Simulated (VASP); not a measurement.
# GaP (Fm-3m) in VASP: a series of runs

Runs on GaP. Level: PBEsol. Tasks: single point.

Program: VASP 6.6.1. These are calculated values, not measurements. Logs are shortened: lines on timing, memory, paths and dates and some standing lists are left out, and cuts for length are marked.

**1. The cell of the first run**

Symmetry: Fm-3m, No. 225, cubic system. The conventional cell has a = 5.117 Å, b = 5.117 Å, c = 5.117 Å, α = 90.00°, β = 90.00°, γ = 90.00°. Within 3.4 Å of Ga (site symmetry m-3m) lie 6 P at 2.56 Å. P (site symmetry m-3m) has 6 Ga at 2.56 Å within 3.4 Å.

**2. Single point, PBEsol**

INCAR

```
ALGO = Normal
EDIFF = 1E-6
ENCUT = 500
GGA = PS
GGA_COMPAT = False
ISIF = 2
ISMEAR = -1
LASPH = True
LCHARG = False
LREAL = False
LWAVE = False
NBANDS = 16
NELM = 120
PREC = Accurate
SIGMA = 0.02
```

KPOINTS

```
k-points
0
Gamma
  3 3 3
```

POSCAR

```
GaP
1.0
    0.0000000000      2.5585353464      2.5585353464
    2.5585353464      0.0000000000      2.5585353464
    2.5585353464      2.5585353464      0.0000000000
Ga P
1 1
Direct
    0.0000000000      0.0000000000      0.0000000000
    0.5000000000      0.5000000000      0.5000000000
```

Potentials or basis: VASP PAW PBE potentials, release 64 (Ga_d, P).

Launch:

```
$ cat potpaw_PBE.64/Ga_d/POTCAR potpaw_PBE.64/P/POTCAR > POTCAR
$ mpirun -np 1 vasp_std > vasp.out
```

OUTCAR:

```text
EDIFF = 1E-6
   ENCUT = 500
   GGA = PS
   ISIF = 2
   ISMEAR = -1
   LASPH = True
   LREAL = False
   NELM = 120
   PREC = Accurate

 ion  position               nearest neighbor table
   1  0.000  0.000  0.000-   2 2.56   2 2.56   2 2.56   2 2.56   2 2.56   2 2.56
   2  0.500  0.500  0.500-   1 2.56   1 2.56   1 2.56   1 2.56   1 2.56   1 2.56

  LATTYP: Found a face centered cubic cell.
 ALAT       =     5.1170706928

  Lattice vectors:

 A1 = (   0.0000000000,   2.5585353464,   2.5585353464)
 A2 = (   2.5585353464,   0.0000000000,   2.5585353464)
 A3 = (   2.5585353464,   2.5585353464,   0.0000000000)

Analysis of symmetry for initial positions (statically):
=====================================================================
 Subroutine PRICEL returns:
 Original cell was already a primitive cell.

 Routine SETGRP: Setting up the symmetry group for a
 face centered cubic supercell.

 Subroutine GETGRP returns: Found 48 space group operations
 (whereof 48 operations were pure point group operations)
 out of a pool of 48 trial point group operations.

The static configuration has the point symmetry O_h .

Analysis of symmetry for dynamics (positions and initial velocities):
=====================================================================
 Subroutine PRICEL returns:
 Original cell was already a primitive cell.

 Routine SETGRP: Setting up the symmetry group for a
 face centered cubic supercell.

 Subroutine GETGRP returns: Found 48 space group operations
 (whereof 48 operations were pure point group operations)
 out of a pool of 48 trial point group operations.

The dynamic configuration has the point symmetry O_h .

 Subroutine INISYM returns: Found 48 space group operations
 (whereof 48 operations are pure point group operations),
 and found     1 'primitive' translations

----------------------------------------------------------------------------------------

                                     Primitive cell

  volume of cell :      33.4969

  direct lattice vectors                    reciprocal lattice vectors
     0.000000000  2.558535346  2.558535346    -0.195424308  0.195424308  0.195424308
     2.558535346  0.000000000  2.558535346     0.195424308 -0.195424308  0.195424308
     2.558535346  2.558535346  0.000000000     0.195424308  0.195424308 -0.195424308

  length of vectors
     3.618315387  3.618315387  3.618315387     0.338484831  0.338484831  0.338484831

  position of ions in fractional coordinates (direct lattice)
     0.000000000  0.000000000  0.000000000
     0.500000000  0.500000000  0.500000000

  ion indices of the primitive-cell ions
   primitive index   ion index
                 1           1
                 2           2

----------------------------------------------------------------------------------------

 KPOINTS: k-points

Automatic generation of k-mesh.
 Grid dimensions read from file:
 generate k-points for:    3    3    3

 Generating k-lattice:

  Cartesian coordinates                     Fractional coordinates (reciprocal lattice)
    -0.065141436  0.065141436  0.065141436     0.333333333  0.000000000  0.000000000
     0.065141436 -0.065141436  0.065141436     0.000000000  0.333333333  0.000000000
     0.065141436  0.065141436 -0.065141436     0.000000000  0.000000000  0.333333333

  Length of vectors
     0.112828277  0.112828277  0.112828277

  Shift w.r.t. Gamma in fractional coordinates (k-lattice)
     0.000000000  0.000000000  0.000000000

 Subroutine IBZKPT returns following result:
 ===========================================

 Found      4 irreducible k-points:

 Following reciprocal coordinates:
            Coordinates               Weight
  0.000000  0.000000  0.000000      1.000000
  0.333333  0.000000  0.000000      8.000000
  0.333333  0.333333  0.000000      6.000000
 -0.333333  0.333333  0.000000     12.000000
   k-points           NKPTS =      4   k-points in BZ     NKDIM =      4   number of bands    NBANDS=     16
   number of dos      NEDOS =    301   number of ions     NIONS =      2
   total plane-waves  NPLWV =  21952
   dimension x,y,z NGX =    28 NGY =   28 NGZ =   28
   dimension x,y,z NGXF=    56 NGYF=   56 NGZF=   56
   ions per type =               1   1
   NGX,Y,Z   is equivalent  to a cutoff of  12.86, 12.86, 12.86 a.u.
   NGXF,Y,Z  is equivalent  to a cutoff of  25.73, 25.73, 25.73 a.u.
 SYSTEM =  unknown system
   PREC   = accura    normal or accurate (medium, high low for compatibility)
   ISTART =      0    job   : 0-new  1-cont  2-samecut
   ICHARG =      2    charge: 1-file 2-atom 10-const
   ISPIN  =      1    spin polarized calculation?
   LNONCOLLINEAR =      F non collinear calculations
   LSORBIT =      F    spin-orbit coupling
   LASPH  =      T    aspherical Exc in radial PAW
   ENCUT  =  500.0 eV  36.75 Ry    6.06 a.u.   6.60  6.60  6.60*2*pi/ulx,y,z
   NELM   =    120;   NELMIN=  2; NELMDL= -5     # of ELM steps
   EDIFF  = 0.1E-05   stopping-criterion for ELM
   LREAL  =      F    real-space projection
   EDIFFG = 0.1E-04   stopping-criterion for IOM
   NSW    =      0    number of steps for IOM
   IBRION =     -1    ionic relax: 0-MD 1-quasi-New 2-CG
   NFREE  =      0    steps in history (QN), initial steepest desc. (CG)
   ISIF   =      2    stress and relaxation
   ISYM   =      2    0-nonsym 1-usesym 2-fastsym
   POTIM  = 0.5000    time-step for ionic-motion
   TEBEG  =    0.0;   TEEND  =   0.0 temperature during run
   PSTRESS=    0.0 pullay stress
   NELECT =      18.0000    total number of electrons
   NUPDOWN=      -1.0000    fix difference up-down
   EMIN   =  10.00;   EMAX   =-10.00  energy-range for DOS
   EFERMI =   0.00;   METHOD = LEGACY
   ISMEAR =    -1;   SIGMA  =   0.02  broadening in eV -4-tet -1-fermi 0-gaus
   EFERMI_NEDOS =   21; number of points for ismear=-14 and -15
   IALGO  =     38    algorithm
   IMIX   =      4    mixing-type and parameters
     AMIX     =   0.40;   BMIX     =  1.00
     AMIX_MAG =   1.60;   BMIX_MAG =  1.00
  volume/ion in A,a.u.               =      16.75       113.02
  Fermi-wavevector in a.u.,A,eV,Ry     =   1.330958  2.515145 24.102018  1.771448
  Thomas-Fermi vector in A             =   2.460005
   LORBIT       =      0    0 simple, 1 ext, 2 COOP (PROOUT), +10 PAW based schemes
   GGA     = PS    functional components
   LHFCALC =     F    Hartree Fock is set to
   AEXX    =    0.0000 exact exchange contribution
   IVDW    =     0    specifies the selected vdW correction
   LEPSILON=     F    determine dielectric tensor
   LRPA    =     F    only Hartree local field effects (RPA)
 non-spin polarized calculation
  energy-cutoff  :      500.00
  volume of cell :       33.50
 maximum number of plane-waves:       869
 NGX is ok and might be reduce to    28
   NGX = 13   NGY = 13   NGZ = 13

 number of electron      17.9999996 magnetization

 Free energy of the ion-electron system (eV)
  ---------------------------------------------------
  ext. energy  EPLUGINS =         0.00000000
  ---------------------------------------------------
  free energy    TOTEN  =        -8.51073043 eV

  energy without entropy =       -8.49418268  energy(sigma->0) =       -8.50245655

 E-fermi :   6.7391     XC(G=0): -11.1877

 val. band max:        6.7278771883   @ k =   0.3333   0.0000   0.0000
 cond. band min:       7.1197197158   @ k =  -0.3333   0.3333   0.0000
 fundamental gap:      0.3918425275
 Fermi energy:         6.7390598151

 k-point     1 :       0.0000    0.0000    0.0000
  band No.  band energies     occupation
      1      -8.0636      2.00000
      2      -8.0636      2.00000
      3      -8.0418      2.00000
      4      -8.0418      2.00000
      5      -8.0418      2.00000
      6      -6.7568      2.00000
[... 8 lines left out ...]
     15      15.3426      0.00000
     16      15.3426      0.00000

 k-point     2 :       0.3333    0.0000    0.0000
  band No.  band energies     occupation
      1      -8.0938      2.00000
      2      -8.0938      2.00000
      3      -8.0524      2.00000
      4      -8.0032      2.00000
      5      -8.0032      2.00000
      6      -5.1005      2.00000
[... 8 lines left out ...]
     15      17.0230      0.00000
     16      17.0230      0.00000

 k-point     3 :       0.3333    0.3333    0.0000
  band No.  band energies     occupation
      1      -8.2199      2.00000
      2      -8.0705      2.00000
      3      -8.0408      2.00000
      4      -7.9887      2.00000
      5      -7.9887      2.00000
      6      -4.4526      2.00000
[... 8 lines left out ...]
     15      18.4419      0.00000
     16      21.0718      0.00000

 k-point     4 :      -0.3333    0.3333    0.0000
  band No.  band energies     occupation
      1      -8.1957      2.00000
      2      -8.0731      2.00000
      3      -8.0396      2.00000
      4      -8.0090      2.00000
      5      -7.9852      2.00000
      6      -2.9145      2.00000
[... 8 lines left out ...]
     15      18.0368      0.00000
     16      20.3776      0.00000

------------------------ aborting loop because EDIFF is reached ----------------------------------------

  FORCE on cell =-STRESS in cart. coord.  units (eV):
  Direction    XX          YY          ZZ          XY          YZ          ZX
  --------------------------------------------------------------------------------------
  -------------------------------------------------------------------------------------
  Total        0.2496958      0.2496958      0.2496958     -0.0000000     -0.0000000     -0.0000000
  in kB       11.9431130     11.9431130     11.9431130     -0.0000000     -0.0000000     -0.0000000
  external PRESSURE =      11.9431130 kB  Pullay stress =       0.0000000 kB

 VOLUME and BASIS-vectors are now :
 -----------------------------------------------------------------------------
  energy-cutoff  :      500.00
  volume of cell :       33.50
      direct lattice vectors                 reciprocal lattice vectors
     0.000000000  2.558535346  2.558535346    -0.195424308  0.195424308  0.195424308
     2.558535346  0.000000000  2.558535346     0.195424308 -0.195424308  0.195424308
     2.558535346  2.558535346  0.000000000     0.195424308  0.195424308 -0.195424308

 POSITION                                       TOTAL-FORCE (eV/Angst)
 -----------------------------------------------------------------------------------
      0.00000      0.00000      0.00000         0.000000     -0.000000      0.000000
      2.55854      2.55854      2.55854        -0.000000      0.000000      0.000000
 -----------------------------------------------------------------------------------
    total drift:                               -0.000000      0.000000      0.000000

  FREE ENERGIE OF THE ION-ELECTRON SYSTEM (eV)
  ---------------------------------------------------
  free  energy   TOTEN  =        -8.5107304279 eV

  energy  without entropy=       -8.4941826808  energy(sigma->0) =       -8.50245655
```

Wall time 10 s (1 thread of AMD EPYC 7R13, shared host); peak memory 0.12 GiB.

Results:

```
Free energy            : -8.5107 eV
Pressure               : 1.2 GPa
Band gap on the k mesh : zero (band 9 reaches 6.73 eV, above the bottom of band 10 at 5.02 eV)
```

Levels at points of the mesh, in eV from the Fermi level:
```csv
k point,band 5,band 6,band 7,band 8,band 9,band 10,band 11,band 12,band 13,band 14
"(0.00, 0.00, 0.00)",-14.78,-13.50,-0.06,-0.06,-0.06,1.59,6.93,6.93,6.93,8.60
```

Caveat: the k points lie up to 0.71 Å⁻¹ apart; the PAW data sets were made with another functional, which shifts forces and pressure a little.

**3. Single point, PBEsol**

INCAR

```
SYSTEM = GaP
PREC     = Accurate       ! precision mode
ENCUT    = 500            ! plane-wave cutoff, eV
EDIFF    = 1E-6           ! SCF threshold, eV
ISMEAR   = 0              ! smearing method
SIGMA    = 0.5            ! smearing width, eV
LREAL    = .False.        ! projectors in reciprocal space
LASPH    = .True.         ! aspherical terms in the spheres
NELM     = 120            ! most SCF steps
ALGO     = Normal         ! electronic algorithm
ISIF     = 2              ! what is computed and relaxed
LWAVE    = .False.        ! write WAVECAR
LCHARG   = .False.        ! write CHGCAR
GGA      = PS             ! functional
NBANDS   = 16             ! bands
GGA_COMPAT= .False.
```

KPOINTS

```
Automatic mesh
0
Gamma
  6 6 6
  0 0 0
```

POSCAR is that of step 2.

Potentials or basis: VASP PAW PBE potentials, release 64 (Ga_d, P).

Launch:

```
$ cat potpaw_PBE.64/Ga_d/POTCAR potpaw_PBE.64/P/POTCAR > POTCAR
$ mpirun -np 1 vasp_std > vasp.out
```

Wall time 16 s (1 thread of AMD EPYC 7R13, shared host); peak memory 0.12 GiB.

The run converged. Its results:

```yaml
Free_energy: -9.3137 eV
Pressure: -1.3 GPa
Band_gap_on_the_k_mesh: zero (band 9 reaches 7.19 eV, above the bottom of band 10 at 3.85 eV)
```

Levels at points of the mesh, in eV from the Fermi level:
| k point | band 5 | band 6 | band 7 | band 8 | band 9 | band 10 | band 11 | band 12 | band 13 | band 14 |
| --- | --- | --- | --- | --- | --- | --- | --- | --- | --- | --- |
| (0.00, 0.00, 0.00) | -14.75 | -13.54 | -0.11 | -0.11 | -0.11 | 1.53 | 6.91 | 6.91 | 6.91 | 8.60 |
| (0.50, 0.00, 0.00) | -14.70 | -10.65 | -8.12 | 0.07 | 0.07 | 2.85 | 2.85 | 2.98 | 5.18 | 12.65 |
| (0.50, 0.50, 0.00) | -14.68 | -9.51 | -6.16 | -3.28 | -2.88 | -2.88 | 3.12 | 10.96 | 10.96 | 12.43 |

Caveat: the PAW data sets were made with another functional, which shifts forces and pressure a little.
